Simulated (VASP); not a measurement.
# Co (P6_3/mmc) in VASP: notebook

The runs below take Co through single point, relaxation of cell and atoms, with PBE, PBEsol+D3(BJ), B3LYP.

Program: VASP 6.6.1. These are calculated values, not measurements. Logs are shortened: lines on timing, memory, paths and dates and some standing lists are left out, and cuts for length are marked.

## 1. The cell of the first run

It takes space group P6_3/mmc (No. 194, hexagonal). The conventional cell has a = 2.472 Å, b = 2.472 Å, c = 4.021 Å, α = 90.00°, β = 90.00°, γ = 120.00°. Within 3.3 Å of Co (site symmetry -6m2) lie 12 Co at 2.47 Å.

## 2. Single point, PBE, collinear spin, ferromagnetic start

File INCAR:

```
PREC = Accurate
ENCUT = 600
EDIFF = 1E-6
ISMEAR = 0
SIGMA = 0.022
LREAL = False
LASPH = True
NELM = 200
ALGO = Normal
ISIF = 2
LWAVE = False
LCHARG = False
ISPIN = 2
MAGMOM = 2 2
LORBIT = 11
LMAXMIX = 4
GGA = PE
NBANDS = 20
GGA_COMPAT = False
```

File KPOINTS:

```
Automatic mesh
0
Gamma
  12 12 7
```

File POSCAR:

```
Co
1.0
    2.4719999032      0.0000000000      0.0000000000
   -1.2359999516      2.1408147143      0.0000000000
    0.0000000000      0.0000000000      4.0211440800
Co
2
Direct
    0.6666666667      0.3333333333      0.7500000000
    0.3333333333      0.6666666667      0.2500000000
```

Potentials or basis: VASP PAW PBE potentials, release 64 (Co).

Launch:

```
$ cat potpaw_PBE.64/Co/POTCAR > POTCAR
$ mpirun -np 1 vasp_std > vasp.out
```

OUTCAR:

```text
PREC = Accurate
   ENCUT = 600
   EDIFF = 1E-6
   ISMEAR = 0
   LREAL = False
   LASPH = True
   NELM = 200
   ISIF = 2
   ISPIN = 2
   LORBIT = 11
   GGA = PE

 ion  position               nearest neighbor table
   1  0.667  0.333  0.750-   2 2.47   2 2.47   2 2.47   2 2.47   2 2.47   2 2.47
   2  0.333  0.667  0.250-   1 2.47   1 2.47   1 2.47   1 2.47   1 2.47   1 2.47

  LATTYP: Found a hexagonal cell.
 ALAT       =     2.4719999032
 C/A-ratio  =     1.6266764715

  Lattice vectors:

 A1 = (   2.4719999032,   0.0000000000,   0.0000000000)
 A2 = (  -1.2359999516,   2.1408147143,   0.0000000000)
 A3 = (   0.0000000000,   0.0000000000,   4.0211440800)

Analysis of symmetry for initial positions (statically):
=====================================================================
 Subroutine PRICEL returns:
 Original cell was already a primitive cell.

 Routine SETGRP: Setting up the symmetry group for a
 hexagonal supercell.

 Subroutine GETGRP returns: Found 24 space group operations
 (whereof 12 operations were pure point group operations)
 out of a pool of 24 trial point group operations.

The static configuration has the point symmetry D_3d.
 The point group associated with its full space group is D_6h.

Analysis of symmetry for dynamics (positions and initial velocities):
=====================================================================
 Subroutine PRICEL returns:
 Original cell was already a primitive cell.

 Routine SETGRP: Setting up the symmetry group for a
 hexagonal supercell.

 Subroutine GETGRP returns: Found 24 space group operations
 (whereof 12 operations were pure point group operations)
 out of a pool of 24 trial point group operations.

The dynamic configuration has the point symmetry D_3d.
 The point group associated with its full space group is D_6h.

Analysis of structural, dynamic, and magnetic symmetry:
=====================================================================
 Subroutine PRICEL returns:
 Original cell was already a primitive cell.

 Routine SETGRP: Setting up the symmetry group for a
 hexagonal supercell.

 Subroutine GETGRP returns: Found 24 space group operations
 (whereof 12 operations were pure point group operations)
 out of a pool of 24 trial point group operations.

The overall configuration has the point symmetry D_3d.
 The point group associated with its full space group is D_6h.

 Subroutine INISYM returns: Found 24 space group operations
 (whereof 12 operations are pure point group operations),
 and found     1 'primitive' translations

----------------------------------------------------------------------------------------

                                     Primitive cell

  volume of cell :      21.2803

  direct lattice vectors                    reciprocal lattice vectors
     2.471999903  0.000000000  0.000000000     0.404530760  0.233555943  0.000000000
    -1.235999952  2.140814714  0.000000000     0.000000000  0.467111887  0.000000000
     0.000000000  0.000000000  4.021144080     0.000000000  0.000000000  0.248685444

  length of vectors
     2.471999903  2.471999903  4.021144080     0.467111887  0.467111887  0.248685444

  position of ions in fractional coordinates (direct lattice)
     0.666666667  0.333333333  0.750000000
     0.333333333  0.666666667  0.250000000

  ion indices of the primitive-cell ions
   primitive index   ion index
                 1           1
                 2           2

----------------------------------------------------------------------------------------

 KPOINTS: Automatic mesh

Automatic generation of k-mesh.
 Grid dimensions read from file:
 generate k-points for:   12   12    7

 Generating k-lattice:

  Cartesian coordinates                     Fractional coordinates (reciprocal lattice)
     0.033710897  0.019462995  0.000000000     0.083333333 -0.000000000  0.000000000
     0.000000000  0.038925991  0.000000000     0.000000000  0.083333333  0.000000000
     0.000000000  0.000000000  0.035526492     0.000000000  0.000000000  0.142857143

  Length of vectors
     0.038925991  0.038925991  0.035526492

  Shift w.r.t. Gamma in fractional coordinates (k-lattice)
     0.000000000  0.000000000  0.000000000

 Subroutine IBZKPT returns following result:
 ===========================================

 Found     76 irreducible k-points:

 Following reciprocal coordinates:
            Coordinates               Weight
  0.000000  0.000000  0.000000      1.000000
  0.083333  0.000000  0.000000      6.000000
  0.166667  0.000000  0.000000      6.000000
  0.250000  0.000000  0.000000      6.000000
  0.333333  0.000000  0.000000      6.000000
  0.416667  0.000000  0.000000      6.000000
[... 16 lines left out ...]
  0.250000  0.000000  0.142857     12.000000
  0.333333  0.000000  0.142857     12.000000
 [... further k-points ...]
   k-points           NKPTS =     76   k-points in BZ     NKDIM =     76   number of bands    NBANDS=     20
   number of dos      NEDOS =    301   number of ions     NIONS =      2
   total plane-waves  NPLWV =  12800
   dimension x,y,z NGX =    20 NGY =   20 NGZ =   32
   dimension x,y,z NGXF=    40 NGYF=   40 NGZF=   64
   ions per type =               2
   NGX,Y,Z   is equivalent  to a cutoff of  13.45, 13.45, 13.23 a.u.
   NGXF,Y,Z  is equivalent  to a cutoff of  26.90, 26.90, 26.46 a.u.
 SYSTEM =  unknown system
   PREC   = accura    normal or accurate (medium, high low for compatibility)
   ISTART =      0    job   : 0-new  1-cont  2-samecut
   ICHARG =      2    charge: 1-file 2-atom 10-const
   ISPIN  =      2    spin polarized calculation?
   LNONCOLLINEAR =      F non collinear calculations
   LSORBIT =      F    spin-orbit coupling
   LASPH  =      T    aspherical Exc in radial PAW
   ENCUT  =  600.0 eV  44.10 Ry    6.64 a.u.   4.94  4.94  8.03*2*pi/ulx,y,z
   NELM   =    200;   NELMIN=  2; NELMDL= -5     # of ELM steps
   EDIFF  = 0.1E-05   stopping-criterion for ELM
   LREAL  =      F    real-space projection
   EDIFFG = 0.1E-04   stopping-criterion for IOM
   NSW    =      0    number of steps for IOM
   IBRION =     -1    ionic relax: 0-MD 1-quasi-New 2-CG
   NFREE  =      0    steps in history (QN), initial steepest desc. (CG)
   ISIF   =      2    stress and relaxation
   ISYM   =      2    0-nonsym 1-usesym 2-fastsym
   POTIM  = 0.5000    time-step for ionic-motion
   TEBEG  =    0.0;   TEEND  =   0.0 temperature during run
   PSTRESS=    0.0 pullay stress
   NELECT =      18.0000    total number of electrons
   NUPDOWN=      -1.0000    fix difference up-down
   EMIN   =  10.00;   EMAX   =-10.00  energy-range for DOS
   EFERMI =   0.00;   METHOD = LEGACY
   ISMEAR =     0;   SIGMA  =   0.02  broadening in eV -4-tet -1-fermi 0-gaus
   EFERMI_NEDOS =   21; number of points for ismear=-14 and -15
   IALGO  =     38    algorithm
   IMIX   =      4    mixing-type and parameters
     AMIX     =   0.40;   BMIX     =  1.00
     AMIX_MAG =   1.60;   BMIX_MAG =  1.00
  volume/ion in A,a.u.               =      10.64        71.80
  Fermi-wavevector in a.u.,A,eV,Ry     =   1.548246  2.925761 32.614055  2.397065
  Thomas-Fermi vector in A             =   2.653224
   LORBIT       =     11    0 simple, 1 ext, 2 COOP (PROOUT), +10 PAW based schemes
   GGA     = PE    functional components
   LHFCALC =     F    Hartree Fock is set to
   AEXX    =    0.0000 exact exchange contribution
   IVDW    =     0    specifies the selected vdW correction
   LEPSILON=     F    determine dielectric tensor
   LRPA    =     F    only Hartree local field effects (RPA)
 spin polarized calculation
 Gauss-broadening in eV      SIGMA  =   0.02
  energy-cutoff  :      600.00
  volume of cell :       21.28
 maximum number of plane-waves:       744
 NGX is ok and might be reduce to    20
   NGX =  9   NGY =  9   NGZ = 17

 number of electron      17.9999997 magnetization       3.2067141

 Free energy of the ion-electron system (eV)
  ---------------------------------------------------
  ext. energy  EPLUGINS =         0.00000000
  ---------------------------------------------------
  free energy    TOTEN  =       -14.06035780 eV

  energy without entropy =      -14.05985129  energy(sigma->0) =      -14.06010455

 E-fermi :  10.5193     XC(G=0): -13.5188

 val. band max:       10.5082344357   @ k =   0.0000   0.0000   0.1429
 cond. band min:      10.5246550229   @ k =   0.3333   0.2500   0.4286
 fundamental gap:      0.0164205871
 Fermi energy:        10.5193108835

 spin component 1

 k-point     1 :       0.0000    0.0000    0.0000
  band No.  band energies     occupation
      1       1.5096      1.00000
      2       5.3045      1.00000
      3       7.8630      1.00000
      4       7.9176      1.00000
      5       7.9176      1.00000
      6       8.2326      1.00000
[... 12 lines left out ...]
     19      36.8807      0.00000
     20      36.8807      0.00000
[... 507 lines left out ...]
 k-point    24 :       0.3333    0.0000    0.1429
  band No.  band energies     occupation
      1       4.7884      1.00000
      2       6.0685      1.00000
      3       6.4519      1.00000
      4       7.2275      1.00000
      5       7.9625      1.00000
      6       8.0259      1.00000
[... 12 lines left out ...]
     19      34.0052      0.00000
     20      35.6387      0.00000

 [... further k-points ...]

 spin component 2

 k-point     1 :       0.0000    0.0000    0.0000
  band No.  band energies     occupation
      1       1.5120      1.00000
      2       6.2455      1.00000
      3       9.4874      1.00000
      4       9.5513      1.00000
      5       9.5513      1.00000
      6       9.9196      1.00000
[... 12 lines left out ...]
     19      37.1778      0.00000
     20      37.1778      0.00000
[... 507 lines left out ...]
 k-point    24 :       0.3333    0.0000    0.1429
  band No.  band energies     occupation
      1       5.0463      1.00000
      2       7.2419      1.00000
      3       7.6014      1.00000
      4       8.4981      1.00000
      5       9.4314      1.00000
      6       9.6865      1.00000
[... 12 lines left out ...]
     19      34.3299      0.00000
     20      35.9761      0.00000

 [... further k-points ...]

------------------------ aborting loop because EDIFF is reached ----------------------------------------

  FORCE on cell =-STRESS in cart. coord.  units (eV):
  Direction    XX          YY          ZZ          XY          YZ          ZX
  --------------------------------------------------------------------------------------
  -------------------------------------------------------------------------------------
  Total        0.6507656      0.6507656      0.2212506     -0.0000000      0.0000000     -0.0000000
  in kB       48.9957021     48.9957021     16.6578099     -0.0000000      0.0000000     -0.0000000
  external PRESSURE =      38.2164047 kB  Pullay stress =       0.0000000 kB

 VOLUME and BASIS-vectors are now :
 -----------------------------------------------------------------------------
  energy-cutoff  :      600.00
  volume of cell :       21.28
      direct lattice vectors                 reciprocal lattice vectors
     2.471999903  0.000000000  0.000000000     0.404530760  0.233555943  0.000000000
    -1.235999952  2.140814714  0.000000000     0.000000000  0.467111887  0.000000000
     0.000000000  0.000000000  4.021144080     0.000000000  0.000000000  0.248685444

 POSITION                                       TOTAL-FORCE (eV/Angst)
 -----------------------------------------------------------------------------------
      1.23600      0.71360      3.01586         0.000000     -0.000000      0.000000
     -0.00000      1.42721      1.00529        -0.000000      0.000000      0.000000
 -----------------------------------------------------------------------------------
    total drift:                                0.000000     -0.000000     -0.000000

  FREE ENERGIE OF THE ION-ELECTRON SYSTEM (eV)
  ---------------------------------------------------
  free  energy   TOTEN  =       -14.0603577991 eV

  energy  without entropy=      -14.0598512949  energy(sigma->0) =      -14.06010455

 total charge

# of ion       s       p       d       tot
------------------------------------------
    1        0.497   0.538   7.276   8.311
    2        0.497   0.538   7.276   8.311
--------------------------------------------------
tot          0.994   1.077  14.553  16.623

 magnetization (x)

# of ion       s       p       d       tot
------------------------------------------
    1       -0.015  -0.053   1.687   1.619
    2       -0.015  -0.053   1.687   1.619
--------------------------------------------------
tot         -0.029  -0.106   3.375   3.239
```

Run time: 65 s. Hardware: 1 thread of Intel Xeon Platinum 8488C (Sapphire Rapids), shared host; peak memory 0.18 GiB.

What came out:

```yaml
Free_energy: -14.0604 eV
Pressure: 3.8 GPa
Net_moment: 3.21 μB per cell
Site_moments: Co +1.62 μB
Valence_electrons_inside_the_program's_atomic_spheres: Co 8.31
```

Stress tensor (GPa, compression positive):
```
4.90 0.00 0.00
0.00 4.90 0.00
0.00 0.00 1.67
```

Levels at points of the mesh, in eV from the Fermi level:
Spin up:
```tsv
k point	band 9	band 10	band 11	band 12	band 13	band 14
(0.00, 0.00, 0.00)	-1.90	-0.79	-0.79	-0.13	6.45	22.23
(0.50, 0.00, 0.00)	-0.57	-0.49	1.38	3.45	9.82	10.49
```
Spin down:
```
           k point  band 5  band 6  band 7  band 8  band 9  band 10
(0.00, 0.00, 0.00)   -0.97   -0.60   -0.60   -0.19   -0.15    -0.15
(0.50, 0.00, 0.00)   -1.11   -1.07   -0.64    1.24    1.34     1.40
```

Caveat: the cell stands under pressure.

(Part 1 of 2 ends here.)
